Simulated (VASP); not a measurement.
# Ru (Fd-3m) in VASP: further runs

Ru is run at these levels: PBE; tasks: density of states.

All numbers are computed with VASP 6.6.1; they aren't measurements. Logs are shortened: lines on timing, memory, paths and dates and some standing lists are left out, and cuts for length are marked.

## Step 1: The cell of the first run

It takes space group Fd-3m (No. 227, cubic). Conventional cell: a = 5.063 Å, b = 5.063 Å, c = 5.063 Å, α = 90.00°, β = 90.00°, γ = 90.00°. Within 2.9 Å of Ru (site symmetry -43m) lie 4 Ru at 2.19 Å.

## Step 2: Density of states, PBE (volume scaled by 0.8)

Contents of POSCAR:

```
Ru
1.0
    0.0000000000      2.5317333657      2.5317333657
    2.5317333657      0.0000000000      2.5317333657
    2.5317333657      2.5317333657      0.0000000000
Ru
2
Direct
   -0.1250000000     -0.1250000000     -0.1250000000
    0.1250000000      0.1250000000      0.1250000000
```

Contents of INCAR.step1:

```
PREC     = Accurate       # precision mode
ENCUT    = 520            # plane-wave cutoff, eV
EDIFF    = 1E-6           # SCF threshold, eV
ISMEAR   = -1             # smearing method
SIGMA    = 0.05           # smearing width, eV
LREAL    = F              # projectors in reciprocal space
LASPH    = T              # aspherical terms in the spheres
NELM     = 80             # most SCF steps
ALGO     = Normal         # electronic algorithm
ISIF     = 2              # what is computed and relaxed
LWAVE    = F              # write WAVECAR
LCHARG   = T              # write CHGCAR
LMAXMIX  = 4              # l up to which the mixer works
GGA      = PE             # functional
NBANDS   = 21             # bands
```

Contents of KPOINTS.step1:

```
Automatic mesh
0
Gamma
  14 14 14
```

Contents of INCAR.step2:

```
PREC     = Accurate       # precision mode
ENCUT    = 520            # plane-wave cutoff, eV
EDIFF    = 1E-6           # SCF threshold, eV
ISMEAR   = -5             # smearing method
SIGMA    = 0.05           # smearing width, eV
LREAL    = F              # projectors in reciprocal space
LASPH    = T              # aspherical terms in the spheres
NELM     = 80             # most SCF steps
ALGO     = Normal         # electronic algorithm
ISIF     = 2              # what is computed and relaxed
LWAVE    = F              # write WAVECAR
LCHARG   = F              # write CHGCAR
LMAXMIX  = 4              # l up to which the mixer works
GGA      = PE             # functional
LORBIT   = 11             # projections on sites
NEDOS    = 2001           # points of the DOS
ICHARG   = 11             # starting density
```

Contents of KPOINTS.step2:

```
Automatic mesh
0
Gamma
  21 21 21
```

Potentials or basis: VASP PAW PBE potentials, release 64 (Ru_pv).

On the command line:

```sh
$ cat potpaw_PBE.64/Ru_pv/POTCAR > POTCAR
$ cp INCAR.step1 INCAR
$ cp KPOINTS.step1 KPOINTS
$ mpirun -np 1 vasp_std > vasp.out
$ cp INCAR.step2 INCAR
$ cp KPOINTS.step2 KPOINTS
$ mpirun -np 1 vasp_std > vasp.out
```

OUTCAR:

```text
PREC = Accurate
   ENCUT = 520
   EDIFF = 1E-6
   ISMEAR = -5
   LREAL = F
   LASPH = T
   NELM = 80
   ISIF = 2
   GGA = PE
   LORBIT = 11
   ICHARG = 11

 ion  position               nearest neighbor table
   1  0.875  0.875  0.875-   2 2.19   2 2.19   2 2.19   2 2.19
   2  0.125  0.125  0.125-   1 2.19   1 2.19   1 2.19   1 2.19

  LATTYP: Found a face centered cubic cell.
 ALAT       =     5.0634667314

  Lattice vectors:

 A1 = (   0.0000000000,   2.5317333657,   2.5317333657)
 A2 = (   2.5317333657,   0.0000000000,   2.5317333657)
 A3 = (   2.5317333657,   2.5317333657,   0.0000000000)

Analysis of symmetry for initial positions (statically):
=====================================================================
 Subroutine PRICEL returns:
 Original cell was already a primitive cell.

 Routine SETGRP: Setting up the symmetry group for a
 face centered cubic supercell.

 Subroutine GETGRP returns: Found 48 space group operations
 (whereof 12 operations were pure point group operations)
 out of a pool of 48 trial point group operations.

The static configuration has the point symmetry D_3d.
 The point group associated with its full space group is O_h .

Analysis of symmetry for dynamics (positions and initial velocities):
=====================================================================
 Subroutine PRICEL returns:
 Original cell was already a primitive cell.

 Routine SETGRP: Setting up the symmetry group for a
 face centered cubic supercell.

 Subroutine GETGRP returns: Found 48 space group operations
 (whereof 12 operations were pure point group operations)
 out of a pool of 48 trial point group operations.

The dynamic configuration has the point symmetry D_3d.
 The point group associated with its full space group is O_h .

 Subroutine INISYM returns: Found 48 space group operations
 (whereof 12 operations are pure point group operations),
 and found     1 'primitive' translations

----------------------------------------------------------------------------------------

                                     Primitive cell

  volume of cell :      32.4552

  direct lattice vectors                    reciprocal lattice vectors
[... 84 lines left out ...]
   LNONCOLLINEAR =      F non collinear calculations
   LSORBIT =      F    spin-orbit coupling
   LASPH  =      T    aspherical Exc in radial PAW
   ENCUT  =  520.0 eV  38.22 Ry    6.18 a.u.   6.66  6.66  6.66*2*pi/ulx,y,z
   NELM   =     80;   NELMIN=  2; NELMDL=  0     # of ELM steps
   EDIFF  = 0.1E-05   stopping-criterion for ELM
   LREAL  =      F    real-space projection
   EDIFFG = 0.1E-04   stopping-criterion for IOM
   NSW    =      0    number of steps for IOM
   IBRION =     -1    ionic relax: 0-MD 1-quasi-New 2-CG
   NFREE  =      0    steps in history (QN), initial steepest desc. (CG)
   ISIF   =      2    stress and relaxation
   ISYM   =      2    0-nonsym 1-usesym 2-fastsym
   POTIM  = 0.5000    time-step for ionic-motion
   TEBEG  =    0.0;   TEEND  =   0.0 temperature during run
   PSTRESS=    0.0 pullay stress
   NELECT =      28.0000    total number of electrons
   NUPDOWN=      -1.0000    fix difference up-down
   EMIN   =  10.00;   EMAX   =-10.00  energy-range for DOS
   EFERMI =   0.00;   METHOD = LEGACY
   ISMEAR =    -5;   SIGMA  =   0.05  broadening in eV -4-tet -1-fermi 0-gaus
   EFERMI_NEDOS =   21; number of points for ismear=-14 and -15
   IALGO  =     38    algorithm
   IMIX   =      4    mixing-type and parameters
     AMIX     =   0.40;   BMIX     =  1.00
     AMIX_MAG =   1.60;   BMIX_MAG =  1.00
  volume/ion in A,a.u.               =      16.23       109.51
  Fermi-wavevector in a.u.,A,eV,Ry     =   1.558474  2.945089 33.046388  2.428841
  Thomas-Fermi vector in A             =   2.661973
   LORBIT       =     11    0 simple, 1 ext, 2 COOP (PROOUT), +10 PAW based schemes
   GGA     = PE    functional components
   LHFCALC =     F    Hartree Fock is set to
   AEXX    =    0.0000 exact exchange contribution
   IVDW    =     0    specifies the selected vdW correction
   LEPSILON=     F    determine dielectric tensor
   LRPA    =     F    only Hartree local field effects (RPA)
 non-spin polarized calculation
 Fermi weights with tetrahedron method with Bloechl corrections
  energy-cutoff  :      520.00
  volume of cell :       32.46
 maximum number of plane-waves:       897

 number of electron      28.0000008 magnetization

 Free energy of the ion-electron system (eV)
  ---------------------------------------------------
  ext. energy  EPLUGINS =         0.00000000
  ---------------------------------------------------
  free energy    TOTEN  =       -14.79655310 eV

  energy without entropy =      -14.79655310  energy(sigma->0) =      -14.79655310

 E-fermi :  10.1533     XC(G=0): -12.5824

 val. band max:       10.2152663809   @ k =   0.3810   0.0000   0.0000
 cond. band min:      10.1575658488   @ k =   0.3333   0.0952   0.0476
 fundamental gap:     -0.0577005321
 Fermi energy:        10.1533199957

 k-point     1 :       0.0000    0.0000    0.0000
  band No.  band energies     occupation
      1     -33.7105      2.00000
      2     -33.7105      2.00000
      3     -33.7105      2.00000
      4     -32.1396      2.00000
      5     -32.1396      2.00000
      6     -32.1396      2.00000
[... 481 lines left out ...]
      5     -31.9560      2.00000
      6     -31.9237      2.00000
[... 10 lines left out ...]
     17      12.5308      0.00000
     18      15.4934      0.00000

 [... further k-points ...]
[... 5 lines left out ...]
  --------------------------------------------------------------------------------------
  -------------------------------------------------------------------------------------
  Total       12.7032394     12.7032394     12.7032394      0.0000000      0.0000000     -0.0000000
  in kB      627.1063153    627.1063153    627.1063153      0.0000000      0.0000000     -0.0000000
  external PRESSURE =     627.1063153 kB  Pullay stress =       0.0000000 kB

 VOLUME and BASIS-vectors are now :
 -----------------------------------------------------------------------------
  energy-cutoff  :      520.00
  volume of cell :       32.46
      direct lattice vectors                 reciprocal lattice vectors
     0.000000000  2.531733366  2.531733366    -0.197493151  0.197493151  0.197493151
     2.531733366  0.000000000  2.531733366     0.197493151 -0.197493151  0.197493151
     2.531733366  2.531733366  0.000000000     0.197493151  0.197493151 -0.197493151

 POSITION                                       TOTAL-FORCE (eV/Angst)
 -----------------------------------------------------------------------------------
      4.43053      4.43053      4.43053         0.000000      0.000000      0.000000
      0.63293      0.63293      0.63293        -0.000000      0.000000     -0.000000
 -----------------------------------------------------------------------------------
    total drift:                                0.000000     -0.000000     -0.000000

  FREE ENERGIE OF THE ION-ELECTRON SYSTEM (eV)
  ---------------------------------------------------
  free  energy   TOTEN  =       -14.7965530973 eV

  energy  without entropy=      -14.7965530973  energy(sigma->0) =      -14.79655310

 total charge

# of ion       s       p       d       tot
------------------------------------------
    1        0.540   6.307   6.379  13.226
    2        0.540   6.307   6.379  13.226
--------------------------------------------------
tot          1.080  12.613  12.758  26.451
```

OUTCAR.step1:

```text
PREC = Accurate
   ENCUT = 520
   EDIFF = 1E-6
   ISMEAR = -1
   LREAL = F
[... 799 lines left out ...]
      4.43053      4.43053      4.43053        -0.000000      0.000000     -0.000000
      0.63293      0.63293      0.63293         0.000000     -0.000000      0.000000
 -----------------------------------------------------------------------------------
    total drift:                                0.000000     -0.000000     -0.000000

  FREE ENERGIE OF THE ION-ELECTRON SYSTEM (eV)
  ---------------------------------------------------
  free  energy   TOTEN  =       -14.8028719786 eV

  energy  without entropy=      -14.7921137222  energy(sigma->0) =      -14.79749285
```

OSZICAR.step1:

```text
N       E                     dE             d eps       ncg     rms          rms(c)
DAV:   1     0.296802539411E+03    0.29680E+03   -0.17581E+04  4368   0.144E+03
DAV:   2    -0.935052991641E+01   -0.30615E+03   -0.29552E+03  4588   0.438E+02
DAV:   3    -0.151249050954E+02   -0.57744E+01   -0.57474E+01  4873   0.688E+01
DAV:   4    -0.151772522851E+02   -0.52347E-01   -0.52312E-01  6025   0.588E+00
DAV:   5    -0.151777146797E+02   -0.46239E-03   -0.46024E-03  4832   0.505E-01    0.210E+01
DAV:   6    -0.148633126272E+02    0.31440E+00   -0.63195E-01  5058   0.746E+00    0.101E+01
DAV:   7    -0.148085578391E+02    0.54755E-01   -0.99874E-02  4808   0.281E+00    0.238E+00
DAV:   8    -0.148028575347E+02    0.57003E-02   -0.14875E-02  4828   0.994E-01    0.976E-02
DAV:   9    -0.148028444581E+02    0.13077E-04   -0.36664E-04  5158   0.175E-01    0.353E-02
DAV:  10    -0.148028714904E+02   -0.27032E-04   -0.21110E-05  4957   0.435E-02    0.377E-03
DAV:  11    -0.148028719786E+02   -0.48818E-06   -0.95872E-07  3767   0.770E-03
   1 F= -.14802872E+02 E0= -.14797493E+02  d E =-.107583E-01
```

Wall time 83 s (1 thread of AMD EPYC 9R45 (Zen 5), shared host); peak memory 0.23 GiB.

What came out:

```
Valence electrons inside the program's atomic spheres : Ru 13.23
```

Caveat: the cell differs from its parent crystal (volume scaled by 0.8); tetrahedron occupations give inexact forces and stress in metals.

## Step 3: Density of states, PBE

This run uses another cell than the first one, of 20.28 Å³/atom, 1.250 times its volume.

Contents of POSCAR:

```
Ru
1.0
    0.0000000000      2.7272270945      2.7272270945
    2.7272270945      0.0000000000      2.7272270945
    2.7272270945      2.7272270945      0.0000000000
Ru
2
Direct
   -0.1250000000     -0.1250000000     -0.1250000000
    0.1250000000      0.1250000000      0.1250000000
```

Contents of INCAR.step1:

```
PREC = Accurate
ENCUT = 520
EDIFF = 1E-6
ISMEAR = -1
SIGMA = 0.05
LREAL = False
LASPH = True
NELM = 100
ALGO = Normal
ISIF = 2
LWAVE = False
LCHARG = True
LMAXMIX = 4
GGA = PE
NBANDS = 21
```

Contents of KPOINTS.step1:

```
regular mesh
0
Gamma
  14 14 14
```

Contents of INCAR.step2:

```
PREC = Accurate
ENCUT = 520
EDIFF = 1E-6
ISMEAR = -5
SIGMA = 0.05
LREAL = False
LASPH = True
NELM = 100
ALGO = Normal
ISIF = 2
LWAVE = False
LCHARG = False
LMAXMIX = 4
GGA = PE
LORBIT = 11
NBANDS = 21
NEDOS = 2001
ICHARG = 11
```

Contents of KPOINTS.step2:

```
regular mesh
0
Gamma
  21 21 21
```

Potentials or basis: VASP PAW PBE potentials, release 64 (Ru_pv).

On the command line:

```sh
$ cat potpaw_PBE.64/Ru_pv/POTCAR > POTCAR
$ cp INCAR.step1 INCAR
$ cp KPOINTS.step1 KPOINTS
$ mpirun -np 1 vasp_std > vasp.out
$ cp INCAR.step2 INCAR
$ cp KPOINTS.step2 KPOINTS
$ mpirun -np 1 vasp_std > vasp.out
```

OUTCAR:

```text
PREC = Accurate
   ENCUT = 520
   EDIFF = 1E-6
   ISMEAR = -5
   LREAL = False
   LASPH = True
   NELM = 100
   ISIF = 2
   GGA = PE
   LORBIT = 11
   ICHARG = 11

 ion  position               nearest neighbor table
   1  0.875  0.875  0.875-   2 2.36   2 2.36   2 2.36   2 2.36
   2  0.125  0.125  0.125-   1 2.36   1 2.36   1 2.36   1 2.36

  LATTYP: Found a face centered cubic cell.
[... 776 lines left out ...]
  -------------------------------------------------------------------------------------
  Total        0.0552530      0.0552530      0.0552530     -0.0000000     -0.0000000      0.0000000
  in kB        2.1820904      2.1820904      2.1820904     -0.0000000     -0.0000000      0.0000000
  external PRESSURE =       2.1820904 kB  Pullay stress =       0.0000000 kB

 VOLUME and BASIS-vectors are now :
 -----------------------------------------------------------------------------
  energy-cutoff  :      520.00
  volume of cell :       40.57
      direct lattice vectors                 reciprocal lattice vectors
     0.000000000  2.727227094  2.727227094    -0.183336401  0.183336401  0.183336401
     2.727227094  0.000000000  2.727227094     0.183336401 -0.183336401  0.183336401
     2.727227094  2.727227094  0.000000000     0.183336401  0.183336401 -0.183336401

 POSITION                                       TOTAL-FORCE (eV/Angst)
 -----------------------------------------------------------------------------------
      4.77265      4.77265      4.77265         0.000000     -0.000000      0.000000
      0.68181      0.68181      0.68181        -0.000000      0.000000     -0.000000
 -----------------------------------------------------------------------------------
    total drift:                               -0.000000      0.000000      0.000000

  FREE ENERGIE OF THE ION-ELECTRON SYSTEM (eV)
  ---------------------------------------------------
  free  energy   TOTEN  =       -16.0915325097 eV

  energy  without entropy=      -16.0915325097  energy(sigma->0) =      -16.09153251

 total charge

# of ion       s       p       d       tot
------------------------------------------
    1        0.456   6.201   6.093  12.749
    2        0.456   6.201   6.093  12.749
--------------------------------------------------
tot          0.912  12.402  12.185  25.499
```

It took 1.8 min on 1 thread of AMD EPYC 9R45 (Zen 5), shared host; peak memory 0.27 GiB.

What came out:

* Valence electrons inside the program's atomic spheres: Ru 12.75

Caveat: tetrahedron occupations give inexact forces and stress in metals.
